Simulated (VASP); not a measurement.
# Cl (Cmce) in VASP: single point with r2SCAN

Aim: the single point of Cl with r2SCAN.

Everything below comes from runs of VASP 6.6.1. Logs are shortened: lines on timing, memory, paths and dates and some standing lists are left out, and cuts for length are marked.

### Step 1. The cell of the first run

It takes space group Cmce (No. 64, orthorhombic). The conventional cell has a = 6.193 Å, b = 4.431 Å, c = 8.083 Å, α = 90.00°, β = 90.00°, γ = 90.00°. Cl (site symmetry m) has 1 Cl at 2.01 Å within 2.7 Å.

### Step 2. Single point, r2SCAN

The input, POSCAR:

```
Cl
1.0
    3.0964475584     -2.2152645489      0.0000000000
    3.0964475584      2.2152645489      0.0000000000
    0.0000000000      0.0000000000      8.0832541986
Cl
4
Direct
    0.8785367507      0.1214632493      0.1048227615
    0.6214632493      0.3785367507      0.6048227615
    0.1214632493      0.8785367507      0.8951772385
    0.3785367507      0.6214632493      0.3951772385
```

The input, INCAR.step1:

```
ALGO = Normal
EDIFF = 1E-4
ENCUT = 520
GGA = PE
ISMEAR = -1
LASPH = True
LCHARG = False
LREAL = False
LWAVE = True
NBANDS = 22
NELM = 60
PREC = Accurate
SIGMA = 0.02
```

The input, INCAR.step2:

```
ALGO = Normal
EDIFF = 1E-7
ENCUT = 520
ISIF = 2
ISMEAR = -1
ISTART = 1
LASPH = True
LCHARG = False
LMIXTAU = True
LREAL = False
LWAVE = False
METAGGA = R2SCAN
NBANDS = 22
NELM = 60
PREC = Accurate
SIGMA = 0.02
```

The input, KPOINTS:

```
k-points
0
Gamma
  13 13 6
```

Potentials or basis: VASP PAW PBE potentials, release 64 (Cl).

Launch:

```sh
cat potpaw_PBE.64/Cl/POTCAR > POTCAR
cp INCAR.step1 INCAR
mpirun -np 1 vasp_std > vasp.out
cp INCAR.step2 INCAR
mpirun -np 1 vasp_std > vasp.out
```

OUTCAR:

```text
EDIFF = 1E-7
   ENCUT = 520
   ISIF = 2
   ISMEAR = -1
   ISTART = 1
   LASPH = True
   LREAL = False
   METAGGA = R2SCAN
   NELM = 60
   PREC = Accurate

 ion  position               nearest neighbor table
   1  0.879  0.121  0.105-   3 2.01
   2  0.621  0.379  0.605-   4 2.01
   3  0.121  0.879  0.895-   1 2.01
   4  0.379  0.621  0.395-   2 2.01

  LATTYP: Found a base centered orthorhombic cell.
 ALAT       =     4.4305290978
 B/A-ratio  =     1.3977777778
 C/A-ratio  =     1.8244444445

  Lattice vectors:

 A1 = (  -3.0964475584,  -2.2152645489,   0.0000000000)
 A2 = (   3.0964475584,  -2.2152645489,   0.0000000000)
 A3 = (   0.0000000000,   0.0000000000,   8.0832541986)

Analysis of symmetry for initial positions (statically):
=====================================================================
 Subroutine PRICEL returns:
 Original cell was already a primitive cell.

 Routine SETGRP: Setting up the symmetry group for a
 base centered orthorhombic supercell.

 Subroutine GETGRP returns: Found  8 space group operations
 (whereof  4 operations were pure point group operations)
 out of a pool of  8 trial point group operations.

The static configuration has the point symmetry C_2h.
 The point group associated with its full space group is D_2h.

Analysis of symmetry for dynamics (positions and initial velocities):
=====================================================================
 Subroutine PRICEL returns:
 Original cell was already a primitive cell.

 Routine SETGRP: Setting up the symmetry group for a
 base centered orthorhombic supercell.

 Subroutine GETGRP returns: Found  8 space group operations
 (whereof  4 operations were pure point group operations)
 out of a pool of  8 trial point group operations.

The dynamic configuration has the point symmetry C_2h.
 The point group associated with its full space group is D_2h.

 Subroutine INISYM returns: Found  8 space group operations
 (whereof  4 operations are pure point group operations),
 and found     1 'primitive' translations

----------------------------------------------------------------------------------------

                                     Primitive cell

  volume of cell :     110.8934
[... 87 lines left out ...]
   ISPIN  =      1    spin polarized calculation?
   LNONCOLLINEAR =      F non collinear calculations
   LSORBIT =      F    spin-orbit coupling
   LASPH  =      T    aspherical Exc in radial PAW
   ENCUT  =  520.0 eV  38.22 Ry    6.18 a.u.   7.08  7.08 15.03*2*pi/ulx,y,z
   NELM   =     60;   NELMIN=  2; NELMDL=  0     # of ELM steps
   EDIFF  = 0.1E-06   stopping-criterion for ELM
   LREAL  =      F    real-space projection
   EDIFFG = 0.1E-05   stopping-criterion for IOM
   NSW    =      0    number of steps for IOM
   IBRION =     -1    ionic relax: 0-MD 1-quasi-New 2-CG
   NFREE  =      0    steps in history (QN), initial steepest desc. (CG)
   ISIF   =      2    stress and relaxation
   ISYM   =      2    0-nonsym 1-usesym 2-fastsym
   POTIM  = 0.5000    time-step for ionic-motion
   TEBEG  =    0.0;   TEEND  =   0.0 temperature during run
   PSTRESS=    0.0 pullay stress
   NELECT =      28.0000    total number of electrons
   NUPDOWN=      -1.0000    fix difference up-down
   EMIN   =  10.00;   EMAX   =-10.00  energy-range for DOS
   EFERMI =   0.00;   METHOD = LEGACY
   ISMEAR =    -1;   SIGMA  =   0.02  broadening in eV -4-tet -1-fermi 0-gaus
   EFERMI_NEDOS =   21; number of points for ismear=-14 and -15
   IALGO  =     38    algorithm
   IMIX   =      4    mixing-type and parameters
     AMIX     =   0.40;   BMIX     =  1.00
     AMIX_MAG =   1.60;   BMIX_MAG =  1.00
  volume/ion in A,a.u.               =      27.72       187.09
  Fermi-wavevector in a.u.,A,eV,Ry     =   1.034727  1.955350 14.567205  1.070659
  Thomas-Fermi vector in A             =   2.169036
   LORBIT       =      0    0 simple, 1 ext, 2 COOP (PROOUT), +10 PAW based schemes
   METAGGA = R2SCAN    functional components
   LHFCALC =     F    Hartree Fock is set to
   AEXX    =    0.0000 exact exchange contribution
   IVDW    =     0    specifies the selected vdW correction
   LEPSILON=     F    determine dielectric tensor
   LRPA    =     F    only Hartree local field effects (RPA)
 non-spin polarized calculation
  energy-cutoff  :      520.00
  volume of cell :      110.89
 maximum number of plane-waves:      3014
   NGX = 15   NGY = 15   NGZ = 31

 number of electron      28.0000001 magnetization

 Free energy of the ion-electron system (eV)
  ---------------------------------------------------
  ext. energy  EPLUGINS =         0.00000000
  ---------------------------------------------------
  free energy    TOTEN  =       -24.59217482 eV

  energy without entropy =      -24.59217482  energy(sigma->0) =      -24.59217482

 E-fermi :  -0.2013     XC(G=0):  -8.3986

 val. band max:       -0.6684296594   @ k =   0.4615   0.0000   0.5000
 cond. band min:       2.2534707373   @ k =   0.0000   0.0000   0.0000
 fundamental gap:      2.9219003967
 Fermi energy:        -0.2013452860

 k-point     1 :       0.0000    0.0000    0.0000
  band No.  band energies     occupation
      1     -18.0969      2.00000
      2     -17.8312      2.00000
      3     -13.9236      2.00000
      4     -13.1977      2.00000
      5      -6.2707      2.00000
      6      -5.2174      2.00000
[... 589 lines left out ...]
     21      10.8367      0.00000
     22      11.2010      0.00000

 [... further k-points ...]

------------------------ aborting loop because EDIFF is reached ----------------------------------------

  FORCE on cell =-STRESS in cart. coord.  units (eV):
  Direction    XX          YY          ZZ          XY          YZ          ZX
  --------------------------------------------------------------------------------------
  -------------------------------------------------------------------------------------
  Total        0.1941808     -0.4200163     -0.6623634      0.0000000      0.0000000      0.0000000
  in kB        2.8055066     -6.0683580     -9.5697673      0.0000000      0.0000000      0.0000000
  external PRESSURE =      -4.2775396 kB  Pullay stress =       0.0000000 kB

 VOLUME and BASIS-vectors are now :
 -----------------------------------------------------------------------------
  energy-cutoff  :      520.00
  volume of cell :      110.89
      direct lattice vectors                 reciprocal lattice vectors
     3.096447558 -2.215264549  0.000000000     0.161475365 -0.225706677  0.000000000
     3.096447558  2.215264549  0.000000000     0.161475365  0.225706677  0.000000000
     0.000000000  0.000000000  8.083254199     0.000000000  0.000000000  0.123712551

 POSITION                                       TOTAL-FORCE (eV/Angst)
 -----------------------------------------------------------------------------------
      3.09645     -1.67712      0.84731         0.000000     -0.101590     -0.168834
      3.09645     -0.53815      4.88894         0.000000      0.101590     -0.168834
      3.09645      1.67712      7.23595         0.000000      0.101590      0.168834
      3.09645      0.53815      3.19432         0.000000     -0.101590      0.168834
 -----------------------------------------------------------------------------------
    total drift:                               -0.000000      0.000000     -0.000000

  FREE ENERGIE OF THE ION-ELECTRON SYSTEM (eV)
  ---------------------------------------------------
  free  energy   TOTEN  =       -24.5921748197 eV

  energy  without entropy=      -24.5921748197  energy(sigma->0) =      -24.59217482
```

OUTCAR.step1:

```text
EDIFF = 1E-4
   ENCUT = 520
   GGA = PE
   ISMEAR = -1
   LASPH = True
   LREAL = False
[... 830 lines left out ...]
      3.09645     -0.53815      4.88894         0.000000     -0.000149      0.036929
      3.09645      1.67712      7.23595         0.000000     -0.000149     -0.036929
      3.09645      0.53815      3.19432         0.000000      0.000149     -0.036929
 -----------------------------------------------------------------------------------
    total drift:                               -0.000000      0.000000     -0.000000

  FREE ENERGIE OF THE ION-ELECTRON SYSTEM (eV)
  ---------------------------------------------------
  free  energy   TOTEN  =        -7.2999159935 eV

  energy  without entropy=       -7.2999159935  energy(sigma->0) =       -7.29991599
```

Run time: 41 min. Hardware: 1 thread of Intel Xeon 8259CL, shared host; peak memory 0.43 GiB.

What came out:

| Item | Value |
| --- | --- |
| Free energy | -24.5922 eV |
| Pressure | -0.4 GPa |
| Largest force | 0.197 eV/Å |
| Band gap on the k mesh | 2.92 eV |

Forces in eV/Å, atoms in the order of the input:
```
Cl   0.000 -0.102 -0.169
Cl   0.000  0.102 -0.169
Cl   0.000  0.102  0.169
Cl   0.000 -0.102  0.169
```

Stress tensor (GPa, compression positive):
```
 0.28  0.00  0.00
 0.00 -0.61  0.00
 0.00  0.00 -0.96
```

Levels at points of the mesh, in eV from the valence-band top:
| k point | band 10 | band 11 | band 12 | band 13 | band 14 | band 15 | band 16 | band 17 | band 18 | band 19 |
| --- | --- | --- | --- | --- | --- | --- | --- | --- | --- | --- |
| (0.00, 0.00, 0.00) | -2.27 | -0.77 | -0.26 | -0.11 | 0.00 | 2.92 | 3.57 | 7.69 | 7.98 | 9.35 |
| (0.00, 0.00, 0.50) | -2.27 | -0.62 | -0.62 | -0.06 | -0.06 | 3.15 | 3.15 | 8.17 | 8.17 | 10.32 |

Caveat: the PAW data sets were made with another functional, which shifts forces and pressure a little. A k mesh can miss the band edges.
